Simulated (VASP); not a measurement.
# SrSiH6 (R-3m) in VASP: further runs

The runs below take SrSiH6 through single point, relaxation of cell and atoms, with PBEsol, r2SCAN+rVV10.

Program: VASP 6.6.1. These are calculated values, not measurements. Logs are shortened: lines on timing, memory, paths and dates and some standing lists are left out, and cuts for length are marked.

## 1. The cell of the first run

The structure is trigonal, space group R-3m (No. 166). Conventional cell: a = 6.525 Å, b = 6.525 Å, c = 6.151 Å, α = 90.00°, β = 90.00°, γ = 120.00°. Within 3.3 Å of Sr (site symmetry -3m) lie 12 H at 2.47 to 2.48 Å and 2 Si at 3.08 Å. Within 2.1 Å of Si (site symmetry -3m) lie 6 H at 1.60 Å. Within 2.1 Å of H (site symmetry m) lie 1 Si at 1.60 Å.

## 2. Single point, PBEsol

File INCAR:

```
PREC     = Accurate       # precision mode
ENCUT    = 520            # plane-wave cutoff, eV
EDIFF    = 1E-6           # SCF threshold, eV
ISMEAR   = -1             # smearing method
SIGMA    = 0.03           # smearing width, eV
LREAL    = F              # projectors in reciprocal space
LASPH    = T              # aspherical terms in the spheres
NELM     = 60             # most SCF steps
ALGO     = Normal         # electronic algorithm
ISIF     = 2              # what is computed and relaxed
LWAVE    = F              # write WAVECAR
LCHARG   = F              # write CHGCAR
GGA      = PS             # functional
NBANDS   = 20             # bands
```

File KPOINTS:

```
Automatic mesh
0
Gamma
  4 4 4
```

File POSCAR:

```
SrSiH6
1.0
    3.2626116483      1.8836697134      2.0504334032
   -3.2626116483      1.8836697134      2.0504334032
    0.0000000000     -3.7673394268      2.0504334032
Sr Si H
1 1 6
Direct
    0.5000000000      0.5000000000      0.5000000000
    0.0000000000      0.0000000000      0.0000000000
    0.9293916413      0.2701202240      0.2701202240
    0.2701202240      0.9293916413      0.2701202240
    0.2701202240      0.2701202240      0.9293916413
    0.0706083587      0.7298797760      0.7298797760
    0.7298797760      0.0706083587      0.7298797760
    0.7298797760      0.7298797760      0.0706083587
```

Potentials or basis: VASP PAW PBE potentials, release 64 (Sr_sv, Si, H).

The run is started by

```bash
$ cat potpaw_PBE.64/Sr_sv/POTCAR potpaw_PBE.64/Si/POTCAR potpaw_PBE.64/H/POTCAR > POTCAR
$ mpirun -np 1 vasp_std > vasp.out
```

OUTCAR:

```text
PREC = Accurate
   ENCUT = 520
   EDIFF = 1E-6
   ISMEAR = -1
   LREAL = F
   LASPH = T
   NELM = 60
   ISIF = 2
   GGA = PS

 ion  position               nearest neighbor table
   1  0.500  0.500  0.500-   8 2.47   5 2.47   6 2.47   7 2.47   4 2.47   3 2.47   8 2.48   5 2.48
                             4 2.48   3 2.48   6 2.48   7 2.48   2 3.08   2 3.08   2 3.90   2 3.90
   2  0.000  0.000  0.000-   5 1.60   8 1.60   3 1.60   6 1.60   7 1.60   4 1.60   1 3.08   1 3.08
                             1 3.90   1 3.90   1 3.90   1 3.90   1 3.90   1 3.90
   3  0.929  0.270  0.270-   2 1.60   1 2.47   1 2.48
   4  0.270  0.929  0.270-   2 1.60   1 2.47   1 2.48
   5  0.270  0.270  0.929-   2 1.60   1 2.47   1 2.48
   6  0.071  0.730  0.730-   2 1.60   1 2.47   1 2.48
   7  0.730  0.071  0.730-   2 1.60   1 2.47   1 2.48
   8  0.730  0.730  0.071-   2 1.60   1 2.47   1 2.48

  LATTYP: Found a trigonal (rhomboedric) cell.
 ALAT       =     4.2891868108
 COS(alpha) =    -0.1572064262

  Lattice vectors:

 A1 = (   3.2626116483,   1.8836697134,   2.0504334032)
 A2 = (  -3.2626116483,   1.8836697134,   2.0504334032)
 A3 = (   0.0000000000,  -3.7673394268,   2.0504334032)

Analysis of symmetry for initial positions (statically):
=====================================================================
 Subroutine PRICEL returns:
 Original cell was already a primitive cell.

 Routine SETGRP: Setting up the symmetry group for a
 trigonal (rhombohedral) supercell.

 Subroutine GETGRP returns: Found 12 space group operations
 (whereof 12 operations were pure point group operations)
 out of a pool of 12 trial point group operations.

The static configuration has the point symmetry D_3d.

Analysis of symmetry for dynamics (positions and initial velocities):
=====================================================================
 Subroutine PRICEL returns:
 Original cell was already a primitive cell.

 Routine SETGRP: Setting up the symmetry group for a
 trigonal (rhombohedral) supercell.

 Subroutine GETGRP returns: Found 12 space group operations
 (whereof 12 operations were pure point group operations)
 out of a pool of 12 trial point group operations.

The dynamic configuration has the point symmetry D_3d.

 Subroutine INISYM returns: Found 12 space group operations
 (whereof 12 operations are pure point group operations),
 and found     1 'primitive' translations

----------------------------------------------------------------------------------------

                                     Primitive cell

  volume of cell :      75.6079

  direct lattice vectors                    reciprocal lattice vectors
     3.262611648  1.883669713  2.050433403     0.153251460  0.088479772  0.162567257
    -3.262611648  1.883669713  2.050433403    -0.153251460  0.088479772  0.162567257
     0.000000000 -3.767339427  2.050433403     0.000000000 -0.176959544  0.162567257

  length of vectors
     4.289186811  4.289186811  4.289186811     0.240297302  0.240297302  0.240297302

  position of ions in fractional coordinates (direct lattice)
     0.500000000  0.500000000  0.500000000
     0.000000000  0.000000000  0.000000000
     0.929391641  0.270120224  0.270120224
     0.270120224  0.929391641  0.270120224
     0.270120224  0.270120224  0.929391641
     0.070608359  0.729879776  0.729879776
     0.729879776  0.070608359  0.729879776
     0.729879776  0.729879776  0.070608359

  ion indices of the primitive-cell ions
   primitive index   ion index
                 1           1
                 2           2
                 3           3
                 4           4
                 5           5
                 6           6
                 7           7
                 8           8

----------------------------------------------------------------------------------------

 KPOINTS: Automatic mesh

Automatic generation of k-mesh.
 Grid dimensions read from file:
 generate k-points for:    4    4    4

 Generating k-lattice:

  Cartesian coordinates                     Fractional coordinates (reciprocal lattice)
     0.038312865  0.022119943  0.040641814     0.250000000 -0.000000000  0.000000000
    -0.038312865  0.022119943  0.040641814    -0.000000000  0.250000000  0.000000000
     0.000000000 -0.044239886  0.040641814     0.000000000  0.000000000  0.250000000

  Length of vectors
     0.060074325  0.060074325  0.060074325

  Shift w.r.t. Gamma in fractional coordinates (k-lattice)
     0.000000000  0.000000000  0.000000000

 Subroutine IBZKPT returns following result:
 ===========================================

 Found     13 irreducible k-points:

 Following reciprocal coordinates:
            Coordinates               Weight
  0.000000  0.000000  0.000000      1.000000
  0.250000  0.000000  0.000000      6.000000
  0.500000  0.000000  0.000000      3.000000
  0.250000  0.250000  0.000000      6.000000
  0.500000  0.250000  0.000000     12.000000
 -0.250000  0.250000  0.000000      6.000000
  0.500000  0.500000  0.000000      3.000000
  0.250000  0.250000  0.250000      2.000000
  0.500000  0.250000  0.250000      6.000000
 -0.250000  0.250000  0.250000      6.000000
  0.500000  0.500000  0.250000      6.000000
 -0.250000  0.500000  0.250000      6.000000
  0.500000  0.500000  0.500000      1.000000
   k-points           NKPTS =     13   k-points in BZ     NKDIM =     13   number of bands    NBANDS=     20
   number of dos      NEDOS =    301   number of ions     NIONS =      8
   total plane-waves  NPLWV =  32768
   dimension x,y,z NGX =    32 NGY =   32 NGZ =   32
   dimension x,y,z NGXF=    64 NGYF=   64 NGZF=   64
   ions per type =               1   1   6
   NGX,Y,Z   is equivalent  to a cutoff of  12.40, 12.40, 12.40 a.u.
   NGXF,Y,Z  is equivalent  to a cutoff of  24.81, 24.81, 24.81 a.u.
 SYSTEM =  unknown system
   PREC   = accura    normal or accurate (medium, high low for compatibility)
   ISTART =      0    job   : 0-new  1-cont  2-samecut
   ICHARG =      2    charge: 1-file 2-atom 10-const
   ISPIN  =      1    spin polarized calculation?
   LNONCOLLINEAR =      F non collinear calculations
   LSORBIT =      F    spin-orbit coupling
   LASPH  =      T    aspherical Exc in radial PAW
   ENCUT  =  520.0 eV  38.22 Ry    6.18 a.u.   7.98  7.98  7.98*2*pi/ulx,y,z
   NELM   =     60;   NELMIN=  2; NELMDL= -5     # of ELM steps
   EDIFF  = 0.1E-05   stopping-criterion for ELM
   LREAL  =      F    real-space projection
   EDIFFG = 0.1E-04   stopping-criterion for IOM
   NSW    =      0    number of steps for IOM
   IBRION =     -1    ionic relax: 0-MD 1-quasi-New 2-CG
   NFREE  =      0    steps in history (QN), initial steepest desc. (CG)
   ISIF   =      2    stress and relaxation
   ISYM   =      2    0-nonsym 1-usesym 2-fastsym
   POTIM  = 0.5000    time-step for ionic-motion
   TEBEG  =    0.0;   TEEND  =   0.0 temperature during run
   PSTRESS=    0.0 pullay stress
   NELECT =      20.0000    total number of electrons
   NUPDOWN=      -1.0000    fix difference up-down
   EMIN   =  10.00;   EMAX   =-10.00  energy-range for DOS
   EFERMI =   0.00;   METHOD = LEGACY
   ISMEAR =    -1;   SIGMA  =   0.03  broadening in eV -4-tet -1-fermi 0-gaus
   EFERMI_NEDOS =   21; number of points for ismear=-14 and -15
   IALGO  =     38    algorithm
   IMIX   =      4    mixing-type and parameters
     AMIX     =   0.40;   BMIX     =  1.00
     AMIX_MAG =   1.60;   BMIX_MAG =  1.00
  volume/ion in A,a.u.               =       9.45        63.78
  Fermi-wavevector in a.u.,A,eV,Ry     =   1.050903  1.985918 15.026224  1.104396
  Thomas-Fermi vector in A             =   2.185924
   LORBIT       =      0    0 simple, 1 ext, 2 COOP (PROOUT), +10 PAW based schemes
   GGA     = PS    functional components
   LHFCALC =     F    Hartree Fock is set to
   AEXX    =    0.0000 exact exchange contribution
   IVDW    =     0    specifies the selected vdW correction
   LEPSILON=     F    determine dielectric tensor
   LRPA    =     F    only Hartree local field effects (RPA)
 non-spin polarized calculation
  energy-cutoff  :      520.00
  volume of cell :       75.61
 maximum number of plane-waves:      2048
   NGX = 15   NGY = 15   NGZ = 15

 number of electron      20.0000002 magnetization

 Free energy of the ion-electron system (eV)
  ---------------------------------------------------
  ext. energy  EPLUGINS =         0.00000000
  ---------------------------------------------------
  free energy    TOTEN  =       -29.14570204 eV

  energy without entropy =      -29.14570204  energy(sigma->0) =      -29.14570204

 E-fermi :   2.0092     XC(G=0):  -9.2927

 val. band max:        1.2814834002   @ k =   0.5000   0.0000   0.0000
 cond. band min:       2.9878741887   @ k =   0.0000   0.0000   0.0000
 fundamental gap:      1.7063907886
 Fermi energy:         2.0091721676

 k-point     1 :       0.0000    0.0000    0.0000
  band No.  band energies     occupation
      1     -32.3062      2.00000
      2     -14.4774      2.00000
      3     -14.3202      2.00000
      4     -14.3202      2.00000
      5      -8.3500      2.00000
      6      -1.7539      2.00000
[... 12 lines left out ...]
     19      11.0528      0.00000
     20      11.0822      0.00000

 k-point     2 :       0.2500    0.0000    0.0000
  band No.  band energies     occupation
      1     -32.3029      2.00000
      2     -14.5333      2.00000
      3     -14.3668      2.00000
      4     -14.3157      2.00000
      5      -7.9058      2.00000
      6      -3.1013      2.00000
[... 12 lines left out ...]
     19      10.3764      0.00000
     20      12.8190      0.00000

 k-point     3 :       0.5000    0.0000    0.0000
  band No.  band energies     occupation
      1     -32.2996      2.00000
      2     -14.6173      2.00000
      3     -14.3794      2.00000
      4     -14.3112      2.00000
      5      -7.3036      2.00000
      6      -4.2489      2.00000
[... 12 lines left out ...]
     19      11.0467      0.00000
     20      12.0821      0.00000

 k-point     4 :       0.2500    0.2500    0.0000
  band No.  band energies     occupation
      1     -32.2996      2.00000
      2     -14.5594      2.00000
      3     -14.4144      2.00000
      4     -14.3330      2.00000
      5      -7.4435      2.00000
      6      -3.4536      2.00000
[... 12 lines left out ...]
     19      10.6554      0.00000
     20      10.6823      0.00000

 k-point     5 :       0.5000    0.2500    0.0000
  band No.  band energies     occupation
      1     -32.2966      2.00000
      2     -14.5831      2.00000
      3     -14.4415      2.00000
      4     -14.3299      2.00000
      5      -7.3301      2.00000
      6      -3.7135      2.00000
[... 12 lines left out ...]
     19      11.2201      0.00000
     20      11.8867      0.00000
[... 100 lines left out ...]
      6      -2.8652      2.00000
[... 12 lines left out ...]
     19      10.7981      0.00000
     20      12.4837      0.00000

 k-point    11 :       0.5000    0.5000    0.2500
  band No.  band energies     occupation
      1     -32.2906      2.00000
      2     -14.5498      2.00000
      3     -14.4965      2.00000
      4     -14.4103      2.00000
      5      -7.0360      2.00000
      6      -3.0866      2.00000
[... 12 lines left out ...]
     19      10.9898      0.00000
     20      11.8569      0.00000

 k-point    12 :      -0.2500    0.5000    0.2500
  band No.  band energies     occupation
      1     -32.2936      2.00000
      2     -14.5736      2.00000
      3     -14.4395      2.00000
      4     -14.4013      2.00000
      5      -7.0527      2.00000
      6      -3.5697      2.00000
[... 12 lines left out ...]
     19      11.2569      0.00000
     20      11.6677      0.00000

 k-point    13 :       0.5000    0.5000    0.5000
  band No.  band energies     occupation
      1     -32.2876      2.00000
      2     -14.5481      2.00000
      3     -14.4823      2.00000
      4     -14.4823      2.00000
      5      -6.6482      2.00000
      6      -3.3034      2.00000
[... 12 lines left out ...]
     19      11.9641      0.00000
     20      11.9649      0.00000

------------------------ aborting loop because EDIFF is reached ----------------------------------------

  FORCE on cell =-STRESS in cart. coord.  units (eV):
  Direction    XX          YY          ZZ          XY          YZ          ZX
  --------------------------------------------------------------------------------------
  -------------------------------------------------------------------------------------
  Total        0.0317210      0.0317210      0.0889788     -0.0000000      0.0000000      0.0000000
  in kB        0.6721879      0.6721879      1.8855152     -0.0000000      0.0000000      0.0000000
  external PRESSURE =       1.0766303 kB  Pullay stress =       0.0000000 kB

 VOLUME and BASIS-vectors are now :
 -----------------------------------------------------------------------------
  energy-cutoff  :      520.00
  volume of cell :       75.61
      direct lattice vectors                 reciprocal lattice vectors
     3.262611648  1.883669713  2.050433403     0.153251460  0.088479772  0.162567257
    -3.262611648  1.883669713  2.050433403    -0.153251460  0.088479772  0.162567257
     0.000000000 -3.767339427  2.050433403     0.000000000 -0.176959544  0.162567257

 POSITION                                       TOTAL-FORCE (eV/Angst)
 -----------------------------------------------------------------------------------
      0.00000      0.00000      3.07565         0.000000     -0.000000     -0.000000
      0.00000      0.00000      0.00000         0.000000     -0.000000     -0.000000
      2.15095      1.24185      3.01338         0.001672      0.000965     -0.007090
     -2.15095      1.24185      3.01338        -0.001672      0.000965     -0.007090
      0.00000     -2.48370      3.01338         0.000000     -0.001930     -0.007090
     -2.15095     -1.24185      3.13792        -0.001672     -0.000965      0.007090
      2.15095     -1.24185      3.13792         0.001672     -0.000965      0.007090
      0.00000      2.48370      3.13792         0.000000      0.001930      0.007090
 -----------------------------------------------------------------------------------
    total drift:                                0.000000      0.000000     -0.000000

  FREE ENERGIE OF THE ION-ELECTRON SYSTEM (eV)
  ---------------------------------------------------
  free  energy   TOTEN  =       -29.1457020428 eV

  energy  without entropy=      -29.1457020428  energy(sigma->0) =      -29.14570204
```

Run time: 22 s. Hardware: 1 thread of Oxide Virtual Turin-like, shared host; peak memory 0.14 GiB.

Results:

```
Free energy            : -29.1457 eV
Pressure               : 0.1 GPa
Largest force          : 0.007 eV/Å
Band gap on the k mesh : 1.71 eV (least direct gap 2.97 eV)
```

Forces on the atoms (eV/Å):
```
Sr   0.000  0.000  0.000
Si   0.000  0.000  0.000
H    0.002  0.001 -0.007
H   -0.002  0.001 -0.007
H    0.000 -0.002 -0.007
H   -0.002 -0.001  0.007
H    0.002 -0.001  0.007
H    0.000  0.002  0.007
```

Caveat: the PAW data sets were made with another functional, which shifts forces and pressure a little.

## 3. Single point, r2SCAN+rVV10

This run uses another cell than the first one, of 9.60 Å³/atom.

File POSCAR:

```
SrSiH6
1.0
    3.2751013548      1.8908806488      2.0679171287
   -3.2751013548      1.8908806488      2.0679171287
    0.0000000000     -3.7817612977      2.0679171287
Sr Si H
1 1 6
Direct
    0.5000000000      0.5000000000      0.5000000000
    0.0000000000      0.0000000000      0.0000000000
    0.9286069069      0.2654876474      0.2654876474
    0.2654876474      0.9286069069      0.2654876474
    0.2654876474      0.2654876474      0.9286069069
    0.0713930931      0.7345123526      0.7345123526
    0.7345123526      0.0713930931      0.7345123526
    0.7345123526      0.7345123526      0.0713930931
```

File INCAR.step1:

```
SYSTEM = SrSiH6
PREC = Accurate ; ENCUT = 520
ISMEAR = -1 ; SIGMA = 0.03
LREAL = .False. ; LASPH = .True.
NELM = 100 ; NBANDS = 20
GGA = PE ; ALGO = Normal
EDIFF = 1E-4 ; LWAVE = .True.
LCHARG = .False.
```

File INCAR.step2:

```
SYSTEM = SrSiH6
PREC = Accurate ; ENCUT = 520
EDIFF = 1E-6 ; ISMEAR = -1
SIGMA = 0.03 ; LREAL = .False.
LASPH = .True. ; NELM = 100
ALGO = Normal ; ISIF = 2
LWAVE = .False. ; LCHARG = .False.
METAGGA = R2SCAN ; LMIXTAU = .True.
LUSE_VDW = .True. ; IVDW_NL = 2
BPARAM = 11.95 ; CPARAM = 0.0093
NBANDS = 20 ; ISTART = 1
```

File KPOINTS:

```
Automatic mesh
0
Gamma
  6 6 6
  0 0 0
```

Potentials or basis: VASP PAW PBE potentials, release 64 (Sr_sv, Si, H).

The run is started by

```bash
$ cat potpaw_PBE.64/Sr_sv/POTCAR potpaw_PBE.64/Si/POTCAR potpaw_PBE.64/H/POTCAR > POTCAR
$ cp INCAR.step1 INCAR
$ mpirun -np 1 vasp_std > vasp.out
$ cp INCAR.step2 INCAR
$ mpirun -np 1 vasp_std > vasp.out
```

Wall time 2.1 min (1 thread of Oxide Virtual Turin-like, shared host); peak memory 0.31 GiB.

The run converged. Its results:

| Quantity | Value |
| --- | --- |
| Free energy | -46.3398 eV |
| Pressure | 0.0 GPa |
| Largest force | 0.016 eV/Å |
| Band gap on the k mesh | 2.44 eV (least direct gap 3.56 eV) |

Forces on the atoms (eV/Å):
```
Sr   0.000  0.000  0.000
Si   0.000  0.000  0.000
H    0.009  0.005 -0.012
H   -0.009  0.005 -0.012
H    0.000 -0.010 -0.012
H   -0.009 -0.005  0.012
H    0.009 -0.005  0.012
H    0.000  0.010  0.012
```

Stress tensor (GPa, compression positive):
```
-0.06  0.00  0.00
 0.00 -0.06  0.00
 0.00  0.00  0.03
```

Levels at points of the mesh, in eV from the valence-band top:
```tsv
k point	band 8	band 9	band 10	band 11	band 12	band 13
(0.00, 0.00, 0.00)	-3.13	-1.13	-1.13	2.44	5.16	5.16
(0.50, 0.00, 0.00)	-3.34	-0.13	0.00	4.62	5.33	5.67
(0.50, 0.50, 0.00)	-2.75	-2.24	-0.35	3.91	5.62	7.34
(0.50, 0.50, 0.50)	-4.21	-1.68	-1.68	5.86	6.81	7.17
```

Caveat: the PAW data sets were made with another functional, which shifts forces and pressure a little.

[end of part 1 of 2]
